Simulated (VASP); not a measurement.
# Ag (P2_1/m) in VASP: a series of runs

The runs below take Ag through single point, with PBEsol.

Everything below comes from runs of VASP 6.6.1. Logs are shortened: lines on timing, memory, paths and dates and some standing lists are left out, and cuts for length are marked.

### 1 The cell of the first run

It takes space group P2_1/m (No. 11, monoclinic). The conventional cell has a = 2.930 Å, b = 4.790 Å, c = 2.930 Å, α = 90.00°, β = 120.00°, γ = 90.00°. Ag (site symmetry m) has 12 Ag at 2.79 to 3.09 Å within 3.7 Å.

### 2 Single point, PBEsol (atom 1 (Ag) moved by (-0.300, +0.000) A along x and y)

Input file INCAR:

```
ALGO = Fast
EDIFF = 1E-6
ENCUT = 520
GGA = PS
ISIF = 2
ISMEAR = 0
LASPH = True
LCHARG = True
LELF = True
LREAL = False
LVHAR = True
LWAVE = False
NBANDS = 18
NELM = 80
PREC = Accurate
SIGMA = 0.15
```

Input file KPOINTS:

```
k-points
0
Gamma
  18 18 10
```

Input file POSCAR:

```
Ag
1.0
    2.9299980804      0.0000000000      0.0000000000
   -1.4649990402      2.5374527707      0.0000000000
    0.0000000000      0.0000000000      4.7900000000
Ag
2
Direct
    0.2309441878      0.6666666667      0.2500000000
    0.6666666667      0.3333333333      0.7500000000
```

Potentials or basis: VASP PAW PBE potentials, release 64 (Ag).

Started as:

```
cat potpaw_PBE.64/Ag/POTCAR > POTCAR
mpirun -np 1 vasp_std > vasp.out
```

OUTCAR:

```text
EDIFF = 1E-6
   ENCUT = 520
   GGA = PS
   ISIF = 2
   ISMEAR = 0
   LASPH = True
   LREAL = False
   NELM = 80
   PREC = Accurate

 ion  position               nearest neighbor table
   1  0.231  0.667  0.250-   2 2.79   2 2.79   2 2.95   2 2.95   2 3.09   2 3.09
   2  0.667  0.333  0.750-   1 2.79   1 2.79   1 2.95   1 2.95   1 3.09   1 3.09

  LATTYP: Found a hexagonal cell.
 ALAT       =     2.9299980804
 C/A-ratio  =     1.6348133577

  Lattice vectors:

 A1 = (   2.9299980804,   0.0000000000,   0.0000000000)
 A2 = (  -1.4649990402,   2.5374527707,   0.0000000000)
 A3 = (   0.0000000000,   0.0000000000,   4.7900000000)

Analysis of symmetry for initial positions (statically):
=====================================================================
 Subroutine PRICEL returns:
 Original cell was already a primitive cell.

 Routine SETGRP: Setting up the symmetry group for a
 hexagonal supercell.

 Subroutine GETGRP returns: Found  4 space group operations
 (whereof  1 operations were pure point group operations)
 out of a pool of 24 trial point group operations.

The static configuration has the point symmetry C_1 .
 The point group associated with its full space group is C_2h.

Analysis of symmetry for dynamics (positions and initial velocities):
=====================================================================
 Subroutine PRICEL returns:
 Original cell was already a primitive cell.

 Routine SETGRP: Setting up the symmetry group for a
 hexagonal supercell.

 Subroutine GETGRP returns: Found  4 space group operations
 (whereof  1 operations were pure point group operations)
 out of a pool of 24 trial point group operations.

The dynamic configuration has the point symmetry C_1 .
 The point group associated with its full space group is C_2h.

 Subroutine INISYM returns: Found  4 space group operations
 (whereof  1 operations are pure point group operations),
 and found     1 'primitive' translations

----------------------------------------------------------------------------------------

                                     Primitive cell

  volume of cell :      35.6124

  direct lattice vectors                    reciprocal lattice vectors
     2.929998080  0.000000000  0.000000000     0.341297152  0.197048003  0.000000000
    -1.464999040  2.537452771  0.000000000     0.000000000  0.394096005  0.000000000
     0.000000000  0.000000000  4.790000000     0.000000000  0.000000000  0.208768267

  length of vectors
     2.929998080  2.929998080  4.790000000     0.394096005  0.394096005  0.208768267

  position of ions in fractional coordinates (direct lattice)
     0.230944188  0.666666667  0.250000000
     0.666666667  0.333333333  0.750000000

  ion indices of the primitive-cell ions
   primitive index   ion index
                 1           1
                 2           2

----------------------------------------------------------------------------------------

 KPOINTS: k-points

Automatic generation of k-mesh.
 Grid dimensions read from file:
 generate k-points for:   18   18   10

 Generating k-lattice:

  Cartesian coordinates                     Fractional coordinates (reciprocal lattice)
     0.018960953  0.010947111  0.000000000     0.055555556  0.000000000  0.000000000
     0.000000000  0.021894223  0.000000000     0.000000000  0.055555556  0.000000000
     0.000000000  0.000000000  0.020876827     0.000000000  0.000000000  0.100000000

  Length of vectors
     0.021894223  0.021894223  0.020876827

  Shift w.r.t. Gamma in fractional coordinates (k-lattice)
     0.000000000  0.000000000  0.000000000

 Subroutine IBZKPT returns following result:
 ===========================================

 Found    984 irreducible k-points:

 Following reciprocal coordinates:
            Coordinates               Weight
  0.000000  0.000000  0.000000      1.000000
  0.055556  0.000000  0.000000      2.000000
  0.000000  0.055556  0.000000      2.000000
 -0.055556  0.055556  0.000000      2.000000
  0.111111  0.000000  0.000000      2.000000
  0.000000  0.111111  0.000000      2.000000
[... 16 lines left out ...]
  0.444444  0.000000  0.000000      2.000000
  0.000000  0.444444  0.000000      2.000000
 [... further k-points ...]
   k-points           NKPTS =    984   k-points in BZ     NKDIM =    984   number of bands    NBANDS=     18
   number of dos      NEDOS =    301   number of ions     NIONS =      2
   total plane-waves  NPLWV =  20736
   dimension x,y,z NGX =    24 NGY =   24 NGZ =   36
   dimension x,y,z NGXF=    48 NGYF=   48 NGZF=   72
   ions per type =               2
   NGX,Y,Z   is equivalent  to a cutoff of  13.62, 13.62, 12.49 a.u.
   NGXF,Y,Z  is equivalent  to a cutoff of  27.23, 27.23, 24.99 a.u.
 SYSTEM =  unknown system
   PREC   = accura    normal or accurate (medium, high low for compatibility)
   ISTART =      0    job   : 0-new  1-cont  2-samecut
   ICHARG =      2    charge: 1-file 2-atom 10-const
   ISPIN  =      1    spin polarized calculation?
   LNONCOLLINEAR =      F non collinear calculations
   LSORBIT =      F    spin-orbit coupling
   LASPH  =      T    aspherical Exc in radial PAW
   ENCUT  =  520.0 eV  38.22 Ry    6.18 a.u.   5.45  5.45  8.91*2*pi/ulx,y,z
   NELM   =     80;   NELMIN=  2; NELMDL= -5     # of ELM steps
   EDIFF  = 0.1E-05   stopping-criterion for ELM
   LREAL  =      F    real-space projection
   EDIFFG = 0.1E-04   stopping-criterion for IOM
   NSW    =      0    number of steps for IOM
   IBRION =     -1    ionic relax: 0-MD 1-quasi-New 2-CG
   NFREE  =      0    steps in history (QN), initial steepest desc. (CG)
   ISIF   =      2    stress and relaxation
   ISYM   =      2    0-nonsym 1-usesym 2-fastsym
   POTIM  = 0.5000    time-step for ionic-motion
   TEBEG  =    0.0;   TEEND  =   0.0 temperature during run
   PSTRESS=    0.0 pullay stress
   NELECT =      22.0000    total number of electrons
   NUPDOWN=      -1.0000    fix difference up-down
   EMIN   =  10.00;   EMAX   =-10.00  energy-range for DOS
   EFERMI =   0.00;   METHOD = LEGACY
   ISMEAR =     0;   SIGMA  =   0.15  broadening in eV -4-tet -1-fermi 0-gaus
   EFERMI_NEDOS =   21; number of points for ismear=-14 and -15
   IALGO  =     68    algorithm
   IMIX   =      4    mixing-type and parameters
     AMIX     =   0.40;   BMIX     =  1.00
     AMIX_MAG =   1.60;   BMIX_MAG =  1.00
  volume/ion in A,a.u.               =      17.81       120.16
  Fermi-wavevector in a.u.,A,eV,Ry     =   1.394276  2.634800 26.449806  1.944006
  Thomas-Fermi vector in A             =   2.517841
   LORBIT       =      0    0 simple, 1 ext, 2 COOP (PROOUT), +10 PAW based schemes
   GGA     = PS    functional components
   LHFCALC =     F    Hartree Fock is set to
   AEXX    =    0.0000 exact exchange contribution
   IVDW    =     0    specifies the selected vdW correction
   LEPSILON=     F    determine dielectric tensor
   LRPA    =     F    only Hartree local field effects (RPA)
 non-spin polarized calculation
 RMM-DIIS sequential band-by-band and
 Gauss-broadening in eV      SIGMA  =   0.15
  energy-cutoff  :      520.00
  volume of cell :       35.61
 maximum number of plane-waves:       990
 NGX is ok and might be reduce to    24
   NGX = 11   NGY = 11   NGZ = 17

 number of electron      22.0000005 magnetization

 Free energy of the ion-electron system (eV)
  ---------------------------------------------------
  ext. energy  EPLUGINS =         0.00000000
  ---------------------------------------------------
  free energy    TOTEN  =        -6.52620069 eV

  energy without entropy =       -6.51898272  energy(sigma->0) =       -6.52259171

 E-fermi :   7.6173     XC(G=0): -12.1507

 val. band max:        7.6163215893   @ k =  -0.2222   0.3333  -0.3000
 cond. band min:       7.6224054614   @ k =  -0.0556   0.3889   0.4000
 fundamental gap:      0.0060838721
 Fermi energy:         7.6172693759

 k-point     1 :       0.0000    0.0000    0.0000
  band No.  band energies     occupation
      1       0.1304      2.00000
      2       1.5262      2.00000
      3       2.8062      2.00000
      4       3.0692      2.00000
      5       3.2074      2.00000
      6       3.3088      2.00000
[... 10 lines left out ...]
     17      25.0107      0.00000
     18      26.5084      0.00000

 k-point     2 :       0.0556    0.0000    0.0000
  band No.  band energies     occupation
      1       0.2144      2.00000
      2       1.5786      2.00000
      3       2.7942      2.00000
      4       3.0709      2.00000
      5       3.2386      2.00000
      6       3.3482      2.00000
[... 10 lines left out ...]
     17      25.0885      0.00000
     18      25.9540      0.00000

 k-point     3 :       0.0000    0.0556    0.0000
  band No.  band energies     occupation
      1       0.2134      2.00000
      2       1.5759      2.00000
      3       2.8077      2.00000
      4       3.0785      2.00000
      5       3.2319      2.00000
      6       3.3079      2.00000
[... 10 lines left out ...]
     17      25.0867      0.00000
     18      26.4867      0.00000

 k-point     4 :      -0.0556    0.0556    0.0000
  band No.  band energies     occupation
      1       0.2118      2.00000
      2       1.5694      2.00000
      3       2.8086      2.00000
      4       3.1124      2.00000
      5       3.2047      2.00000
      6       3.3112      2.00000
[... 375 lines left out ...]
      4       2.9809      2.00000
      5       3.3695      2.00000
      6       3.7583      2.00000
[... 10 lines left out ...]
     17      19.7507      0.00000
     18      23.6763      0.00000

 k-point    23 :       0.4444    0.0000    0.0000
  band No.  band energies     occupation
      1       1.6670      2.00000
      2       2.1131      2.00000
      3       2.1750      2.00000
      4       2.9618      2.00000
      5       3.1643      2.00000
      6       3.4356      2.00000
[... 10 lines left out ...]
     17      18.2894      0.00000
     18      23.5863      0.00000

 k-point    24 :       0.0000    0.4444    0.0000
  band No.  band energies     occupation
      1       1.7020      2.00000
      2       1.9148      2.00000
      3       1.9805      2.00000
      4       3.0835      2.00000
      5       3.3161      2.00000
      6       3.4087      2.00000
[... 10 lines left out ...]
     17      18.6009      0.00000
     18      22.8573      0.00000

 [... further k-points ...]

------------------------ aborting loop because EDIFF is reached ----------------------------------------

  FORCE on cell =-STRESS in cart. coord.  units (eV):
  Direction    XX          YY          ZZ          XY          YZ          ZX
  --------------------------------------------------------------------------------------
  -------------------------------------------------------------------------------------
  Total       -1.4887114     -1.4425242     -1.0201490      0.2671307      0.0000000      0.0000000
  in kB      -66.9761665    -64.8982339    -45.8958456     12.0180381      0.0000000      0.0000000
  external PRESSURE =     -59.2567487 kB  Pullay stress =       0.0000000 kB

 VOLUME and BASIS-vectors are now :
 -----------------------------------------------------------------------------
  energy-cutoff  :      520.00
  volume of cell :       35.61
      direct lattice vectors                 reciprocal lattice vectors
     2.929998080  0.000000000  0.000000000     0.341297152  0.197048003  0.000000000
    -1.464999040  2.537452771  0.000000000     0.000000000  0.394096005  0.000000000
     0.000000000  0.000000000  4.790000000     0.000000000  0.000000000  0.208768267

 POSITION                                       TOTAL-FORCE (eV/Angst)
 -----------------------------------------------------------------------------------
     -0.30000      1.69164      1.19750         0.224941      0.094931     -0.000000
      1.46500      0.84582      3.59250        -0.224941     -0.094931      0.000000
 -----------------------------------------------------------------------------------
    total drift:                                0.000004     -0.000000      0.000000

  FREE ENERGIE OF THE ION-ELECTRON SYSTEM (eV)
  ---------------------------------------------------
  free  energy   TOTEN  =        -6.5262006936 eV

  energy  without entropy=       -6.5189827179  energy(sigma->0) =       -6.52259171
```

Wall time 7.2 min (1 thread of Oxide Virtual Turin-like, shared host); peak memory 0.55 GiB.

What came out:

| Item | Value |
| --- | --- |
| Free energy | -6.5262 eV |
| Pressure | -5.9 GPa |
| Largest force | 0.244 eV/Å |
| Band gap on the k mesh | zero (bands 11 and 12 overlap by 7.21 eV) |

Forces in eV/Å, atoms in the order of the input:
```
Ag   0.225  0.095  0.000
Ag  -0.225 -0.095  0.000
```

Caveat: the cell differs from its parent crystal (atom 1 (Ag) moved by (-0.300, +0.000) A along x and y); the cell stands under tension; the PAW data sets were made with another functional, which shifts forces and pressure a little.

[end of part 1 of 2]
